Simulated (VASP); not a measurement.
# Si47C48 (a cell with a defect) in VASP: a series of runs

The runs below take Si47C48 (a cell with a defect) through single point, relaxation of the atoms, with PBEsol.

All numbers are computed with VASP 6.6.1; they aren't measurements. Logs are shortened: lines on timing, memory, paths and dates and some standing lists are left out, and cuts for length are marked.

### Step 1. The cell of the first run

The cell holds a defect, 95 atoms: a = 9.228 Å, b = 10.656 Å, c = 10.095 Å, α = 90.00°, β = 90.00°, γ = 90.00°.

### Step 2. Single point, PBEsol

INCAR

```
SYSTEM = Si47C48
PREC = Accurate
ENCUT = 520
EDIFF = 1E-7
ISMEAR = -1
SIGMA = 0.05
LREAL = Auto
LASPH = .True.
NELM = 80
ALGO = Normal
ISIF = 2
LWAVE = .False.
LCHARG = .False.
GGA = PS
NELECT = 384.0
ISYM = 0
NBANDS = 243
```

KPOINTS

```
Automatic mesh
0
Gamma
  1 1 1
  0.25 0.25 0.25
```

POSCAR

```
Si47C48
1.0
    9.2280510000      0.0000000000      0.0000000000
    0.0000000000     10.6556360000      0.0000000000
    0.0000000000      0.0000000000     10.0951400000
Si C
47 48
Direct
    0.0001010000      0.1678560000      0.0012070000
    0.9999490000      0.1698740000      0.4990630000
    0.3333050000      0.1674100000      0.0008680000
    0.3338760000      0.1714230000      0.4976940000
    0.1671850000      0.4161900000      0.0009120000
    0.1732420000      0.4144710000      0.4977690000
    0.0001880000      0.6656470000      0.0002680000
    0.0003080000      0.6644060000      0.4992740000
    0.6669170000      0.1673950000      0.0009500000
    0.6662250000      0.1716610000      0.4976830000
    0.5001070000      0.4169160000      0.9969690000
    0.3341330000      0.6667110000      0.0005920000
    0.3381260000      0.6644340000      0.4976480000
    0.1668480000      0.9170970000      0.0009740000
    0.1652470000      0.9170620000      0.5002690000
    0.8330540000      0.4162070000      0.0009080000
    0.8268920000      0.4145090000      0.4977610000
    0.6663070000      0.6667490000      0.0006240000
    0.6625740000      0.6646560000      0.4976140000
    0.5001300000      0.9171630000      0.0006630000
    0.5000890000      0.9165900000      0.4990180000
    0.8334010000      0.9171340000      0.0010100000
    0.8349860000      0.9171880000      0.5002300000
    0.1676350000      0.0850130000      0.2528410000
    0.1672810000      0.0845810000      0.7495310000
    0.9998300000      0.3355420000      0.2539750000
    0.0000070000      0.3350960000      0.7487230000
    0.4998880000      0.0837560000      0.2512770000
    0.5000350000      0.0845260000      0.7485160000
    0.3345910000      0.3340670000      0.2554530000
    0.3378270000      0.3358700000      0.7471580000
    0.1676320000      0.5827440000      0.2508830000
    0.1681580000      0.5825310000      0.7483740000
    0.0000640000      0.8332430000      0.2510320000
    0.0000460000      0.8327790000      0.7501520000
    0.8323000000      0.0850950000      0.2528700000
    0.8327410000      0.0845750000      0.7495450000
    0.6652310000      0.3341670000      0.2553780000
    0.6622240000      0.3358300000      0.7473160000
    0.5001410000      0.5825360000      0.2549770000
    0.5001460000      0.5790090000      0.7466870000
    0.3334040000      0.8318560000      0.2523210000
    0.3334960000      0.8324540000      0.7491990000
    0.8326750000      0.5829030000      0.2509200000
    0.8321550000      0.5825910000      0.7483740000
    0.6666770000      0.8320000000      0.2522940000
    0.6666530000      0.8325280000      0.7492650000
    0.9999570000      0.1678060000      0.1892480000
    0.0000620000      0.1673950000      0.6882610000
    0.3341390000      0.1657680000      0.1871430000
    0.3332310000      0.1665620000      0.6875950000
    0.1662170000      0.4175490000      0.1871480000
    0.1671660000      0.4167940000      0.6875990000
    0.0002170000      0.6669680000      0.1880450000
    0.0002370000      0.6665330000      0.6878670000
    0.6657840000      0.1657360000      0.1872490000
    0.6669040000      0.1665710000      0.6875230000
    0.5000000000      0.4171310000      0.1845680000
    0.5000450000      0.4168630000      0.7034960000
    0.3321800000      0.6667630000      0.1867950000
    0.3334290000      0.6671530000      0.6873130000
    0.1667110000      0.9173170000      0.1887690000
    0.1661270000      0.9168750000      0.6889010000
    0.8337420000      0.4177010000      0.1871960000
    0.8329150000      0.4168080000      0.6876540000
    0.6681950000      0.6668430000      0.1868400000
    0.6669490000      0.6672850000      0.6872810000
    0.5000280000      0.9158900000      0.1886160000
    0.5001170000      0.9166670000      0.6878770000
    0.8334860000      0.9173660000      0.1888020000
    0.8341010000      0.9169210000      0.6889070000
    0.1647440000      0.0815620000      0.4399400000
    0.1660900000      0.0833060000      0.9382260000
    0.9997850000      0.3374960000      0.4411560000
    0.0000800000      0.3336480000      0.9375030000
    0.4999780000      0.0824680000      0.4383460000
    0.5001220000      0.0833770000      0.9371320000
    0.3191770000      0.3250600000      0.4312810000
    0.3307880000      0.3319770000      0.9385000000
    0.1674250000      0.5835180000      0.4379950000
    0.1670080000      0.5834230000      0.9368890000
    0.0000990000      0.8313490000      0.4387570000
    0.0000900000      0.8330340000      0.9385620000
    0.8351620000      0.0818040000      0.4399550000
    0.8340980000      0.0833090000      0.9382530000
    0.6807390000      0.3254000000      0.4312610000
    0.6694770000      0.3318550000      0.9386340000
    0.5004130000      0.6007350000      0.4308050000
    0.5002150000      0.5865790000      0.9380980000
    0.3304160000      0.8354080000      0.4396040000
    0.3331600000      0.8341100000      0.9378330000
    0.8332770000      0.5838650000      0.4380210000
    0.8333690000      0.5834410000      0.9368620000
    0.6698140000      0.8357420000      0.4394890000
    0.6670350000      0.8341640000      0.9378740000
```

Potentials or basis: VASP PAW PBE potentials, release 64 (Si, C).

Started as:

```bash
cat potpaw_PBE.64/Si/POTCAR potpaw_PBE.64/C/POTCAR > POTCAR
mpirun -np 1 vasp_std > vasp.out
```

OUTCAR:

```text
SYSTEM = Si47C48
   PREC = Accurate
   ENCUT = 520
   EDIFF = 1E-7
   ISMEAR = -1
   LREAL = Auto
   LASPH = .True.
   NELM = 80
   ISIF = 2
   GGA = PS
   NELECT = 384.0
   ISYM = 0

 ion  position               nearest neighbor table
   1  0.000  0.168  0.001-  75 1.88  85 1.89  73 1.89  48 1.90  16 3.06   5 3.06   9 3.07   3 3.07
                            22 3.08  14 3.08  24 3.10  25 3.10  37 3.10  36 3.10  27 3.11  26 3.12
   2  1.000  0.170  0.499-  74 1.88  84 1.88  72 1.89  49 1.91  26 3.04  17 3.06   6 3.06  36 3.06
                            24 3.06  27 3.07  10 3.08   4 3.08  23 3.09  15 3.10  37 3.10  25 3.10
   3  0.333  0.167  0.001-  79 1.86  50 1.88  73 1.89  77 1.89   5 3.06  11 3.07   1 3.07  14 3.08
                             9 3.08  20 3.08  28 3.09  25 3.09  24 3.09  29 3.10  30 3.12  31 3.13
   4  0.334  0.171  0.498-  78 1.77  76 1.90  51 1.92  72 1.92   6 2.98  30 3.00  24 3.05  10 3.07
                            28 3.07  31 3.07   2 3.08  29 3.10  25 3.11  21 3.12  15 3.13
   5  0.167  0.416  0.001-  79 1.87  52 1.88  75 1.89  81 1.90   3 3.06   1 3.06  11 3.07   7 3.07
                            12 3.08  16 3.08  32 3.09  27 3.10  33 3.11  26 3.11  30 3.12  31 3.13
   6  0.173  0.414  0.498-  78 1.78  74 1.89  80 1.90  53 1.92   4 2.98  30 2.99  26 3.05  31 3.06
                             2 3.06  13 3.07  32 3.07  33 3.10   8 3.10  27 3.11
   7  0.000  0.666  0.000-  93 1.88  81 1.88  83 1.89  54 1.90   5 3.07  16 3.07  18 3.08  12 3.08
                            14 3.09  35 3.09  22 3.09  32 3.09  44 3.09  34 3.10  33 3.11  45 3.11
   8  0.000  0.664  0.499-  92 1.87  80 1.87  82 1.88  55 1.90  32 3.07  44 3.07  33 3.08  45 3.08
                            34 3.08  15 3.09  23 3.10  35 3.10   6 3.10  17 3.11  19 3.12  13 3.12
   9  0.667  0.167  0.001-  87 1.86  56 1.88  85 1.89  77 1.89  16 3.06  11 3.07   1 3.07  22 3.08
[... 111 lines left out ...]
  82  0.000  0.831  0.439-   8 1.88  15 1.88  23 1.88  34 1.90
  83  0.000  0.833  0.939-  22 1.89  14 1.89   7 1.89  35 1.90
  84  0.835  0.082  0.440-  23 1.86   2 1.88  36 1.89  10 1.92
  85  0.834  0.083  0.938-  22 1.88   1 1.89   9 1.89  37 1.91
  86  0.681  0.325  0.431-  10 1.78  17 1.78  38 1.78
  87  0.669  0.332  0.939-   9 1.86  16 1.87  11 1.90  39 1.93
  88  0.500  0.601  0.431-  19 1.78  13 1.78  40 1.79
  89  0.500  0.587  0.938-  12 1.86  18 1.86  11 1.90  41 1.93
  90  0.330  0.835  0.440-  15 1.86  21 1.89  42 1.89  13 1.92
  91  0.333  0.834  0.938-  14 1.88  20 1.89  12 1.89  43 1.90
  92  0.833  0.584  0.438-   8 1.87  44 1.89  19 1.89  17 1.90
  93  0.833  0.583  0.937-   7 1.88  18 1.89  16 1.90  45 1.90
  94  0.670  0.836  0.439-  23 1.86  21 1.89  46 1.89  19 1.92
  95  0.667  0.834  0.938-  22 1.88  20 1.89  18 1.89  47 1.90

IMPORTANT INFORMATION: All symmetrisations will be switched off!
NOSYMM: (Re-)initialisation of all symmetry stuff for point group C_1.

----------------------------------------------------------------------------------------

                                     Primitive cell

  volume of cell :     992.6627

[... 268 lines left out ...]
   ISMEAR =    -1;   SIGMA  =   0.05  broadening in eV -4-tet -1-fermi 0-gaus
   EFERMI_NEDOS =   21; number of points for ismear=-14 and -15
   IALGO  =     38    algorithm
   IMIX   =      4    mixing-type and parameters
     AMIX     =   0.40;   BMIX     =  1.00
     AMIX_MAG =   1.60;   BMIX_MAG =  1.00
  volume/ion in A,a.u.               =      10.45        70.51
  Fermi-wavevector in a.u.,A,eV,Ry     =   1.192847  2.254154 19.359505  1.422883
  Thomas-Fermi vector in A             =   2.328875
   LORBIT       =      0    0 simple, 1 ext, 2 COOP (PROOUT), +10 PAW based schemes
   GGA     = PS    functional components
   LHFCALC =     F    Hartree Fock is set to
   AEXX    =    0.0000 exact exchange contribution
   IVDW    =     0    specifies the selected vdW correction
   LEPSILON=     F    determine dielectric tensor
   LRPA    =     F    only Hartree local field effects (RPA)
 non-spin polarized calculation
  energy-cutoff  :      520.00
  volume of cell :      992.66
 maximum number of plane-waves:     26715
 NGX is ok and might be reduce to    70
   NGX = 35   NGY = 39   NGZ = 37

 number of electron     383.9999999 magnetization

 Free energy of the ion-electron system (eV)
  ---------------------------------------------------
  ext. energy  EPLUGINS =         0.00000000
  ---------------------------------------------------
  free energy    TOTEN  =      -714.20746005 eV

  energy without entropy =     -714.20745709  energy(sigma->0) =     -714.20745857

 E-fermi :  10.0715     XC(G=0): -11.4758

 val. band max:        9.3790170430   @ k =  -0.2500   0.2500  -0.2500
 cond. band min:      10.7914353298   @ k =   0.2500   0.2500   0.2500
 fundamental gap:      1.4124182868
 Fermi energy:        10.0714648449

 k-point     1 :       0.2500    0.2500    0.2500
  band No.  band energies     occupation
      1      -7.4734      2.00000
      2      -6.9071      2.00000
      3      -6.8371      2.00000
      4      -6.7275      2.00000
      5      -6.2623      2.00000
      6      -6.1825      2.00000
[... 817 lines left out ...]
    203      11.7389      0.00000
    204      11.7652      0.00000
 [bands above 204 left out]

------------------------ aborting loop because EDIFF is reached ----------------------------------------

  FORCE on cell =-STRESS in cart. coord.  units (eV):
  Direction    XX          YY          ZZ          XY          YZ          ZX
  --------------------------------------------------------------------------------------
  -------------------------------------------------------------------------------------
  Total       50.8075033     52.8480309     49.7773650     -0.0208644     -0.0139362      0.0413577
  in kB       82.0043193     85.2977713     80.3416556     -0.0336756     -0.0224933      0.0667521
  external PRESSURE =      82.5479154 kB  Pullay stress =       0.0000000 kB

 VOLUME and BASIS-vectors are now :
 -----------------------------------------------------------------------------
  energy-cutoff  :      520.00
  volume of cell :      992.66
      direct lattice vectors                 reciprocal lattice vectors
     9.228051000  0.000000000  0.000000000     0.108365244  0.000000000  0.000000000
     0.000000000 10.655636000  0.000000000     0.000000000  0.093847050  0.000000000
     0.000000000  0.000000000 10.095140000     0.000000000  0.000000000  0.099057566

 POSITION                                       TOTAL-FORCE (eV/Angst)
 -----------------------------------------------------------------------------------
      0.00093      1.78861      0.01218        -0.004439     -0.004432      0.004764
      9.22758      1.81012      5.03811         0.013278     -0.002423      0.008762
      3.07576      1.78386      0.00876         0.000534      0.003578      0.002371
      3.08102      1.82662      5.02429        -0.007644     -0.011523      0.012837
      1.54279      4.43477      0.00921        -0.007781     -0.001569     -0.002625
      1.59869      4.41645      5.02505        -0.022497     -0.018130      0.006917
[... 87 lines left out ...]
      6.18108      8.90536      4.43670        -0.003842     -0.033331      0.004172
      6.15543      8.88855      9.46797         0.013452     -0.001374     -0.001884
 -----------------------------------------------------------------------------------
    total drift:                                0.003810     -0.019490     -0.051533

  FREE ENERGIE OF THE ION-ELECTRON SYSTEM (eV)
  ---------------------------------------------------
  free  energy   TOTEN  =      -714.2074600483 eV

  energy  without entropy=     -714.2074570946  energy(sigma->0) =     -714.20745857
```

It took 72 min on 1 thread of AMD EPYC 7R13, shared host; peak memory 1.2 GiB.

What came out:

| Property | Result |
| --- | --- |
| Free energy | -714.2075 eV |
| Largest force | 0.062 eV/Å |

Forces on the atoms (eV/Å):
```
Si  -0.004 -0.004  0.005
Si   0.013 -0.002  0.009
Si   0.001  0.004  0.002
Si  -0.008 -0.012  0.013
Si  -0.008 -0.002 -0.003
Si  -0.022 -0.018  0.007
Si   0.001 -0.005  0.001
Si   0.011  0.003 -0.001
Si  -0.009 -0.009  0.009
Si  -0.025 -0.009  0.000
Si   0.001 -0.006  0.025
Si  -0.012 -0.006  0.000
Si  -0.026  0.006  0.006
Si  -0.006  0.006  0.002
Si  -0.009  0.003  0.001
Si   0.001  0.003  0.007
Si  -0.012  0.032  0.017
Si  -0.002 -0.008  0.000
Si   0.011  0.019  0.005
Si  -0.012  0.005 -0.004
Si  -0.002  0.009  0.005
Si  -0.002  0.002  0.001
Si   0.003  0.012  0.006
Si  -0.002  0.003 -0.001
Si   0.014 -0.001  0.001
Si   0.021  0.001 -0.004
Si   0.009 -0.002  0.006
Si   0.014 -0.005  0.009
Si   0.009  0.003  0.001
Si   0.016 -0.003 -0.019
Si  -0.003 -0.016  0.013
Si  -0.002  0.001 -0.004
Si  -0.001  0.000  0.008
Si   0.008  0.004  0.004
Si   0.014  0.003  0.002
Si   0.009 -0.008 -0.003
Si   0.009  0.007  0.002
Si   0.011 -0.010  0.003
Si   0.013 -0.010 -0.004
Si   0.010 -0.003 -0.018
Si   0.010  0.012  0.013
Si   0.009  0.001  0.001
Si   0.016  0.002  0.009
Si   0.012 -0.005 -0.002
Si   0.006 -0.004  0.000
Si   0.007 -0.009 -0.002
Si   0.001 -0.002  0.000
C    0.003  0.010 -0.004
C   -0.010  0.005 -0.005
C   -0.001  0.001  0.002
C   -0.018 -0.001 -0.013
C    0.007 -0.001  0.008
C   -0.004 -0.003 -0.002
C   -0.009  0.004  0.009
C   -0.012  0.006  0.006
C   -0.001  0.012 -0.008
C    0.004  0.003  0.006
C   -0.012  0.001 -0.005
C    0.010  0.005 -0.036
C   -0.004 -0.006  0.003
C   -0.007  0.009  0.001
C   -0.002 -0.002  0.009
C   -0.006  0.002  0.004
C   -0.017 -0.012 -0.007
C   -0.004  0.001 -0.007
C   -0.016  0.001 -0.003
C   -0.006 -0.004  0.010
C   -0.003  0.010  0.001
C   -0.010  0.007  0.010
C   -0.009 -0.002  0.006
C   -0.015 -0.005 -0.003
C    0.015  0.014  0.009
C    0.001  0.000 -0.004
C    0.059  0.011 -0.015
C    0.007 -0.003  0.000
C    0.013 -0.009 -0.012
C   -0.001 -0.003 -0.006
C    0.025  0.031  0.007
C   -0.001 -0.012 -0.018
C   -0.013  0.037  0.005
C    0.004  0.006 -0.005
C    0.004 -0.003 -0.006
C    0.000 -0.006 -0.012
C    0.001 -0.024  0.008
C   -0.001  0.001 -0.009
C   -0.033 -0.005  0.007
C   -0.009  0.017 -0.032
C   -0.011 -0.025  0.000
C    0.002  0.003 -0.008
C    0.004  0.004 -0.016
C    0.000  0.005 -0.004
C   -0.020 -0.027  0.005
C   -0.004  0.005 -0.002
C   -0.004 -0.033  0.004
C    0.013 -0.001 -0.002
```

Levels at points of the mesh, in eV from the Fermi level:
```tsv
k point	band 189	band 190	band 191	band 192	band 193	band 194	band 195	band 196
(0.25, 0.25, 0.25)	-2.19	-1.03	-0.94	-0.69	0.72	0.75	0.80	1.00
```

Caveat: the cell carries a net charge on a neutralising background, which shifts energy and pressure; the cell is charged against a uniform background, so pressure and absolute levels hang on convention; the PAW data sets were made with another functional, which shifts forces and pressure a little.

[end of part 1 of 2]
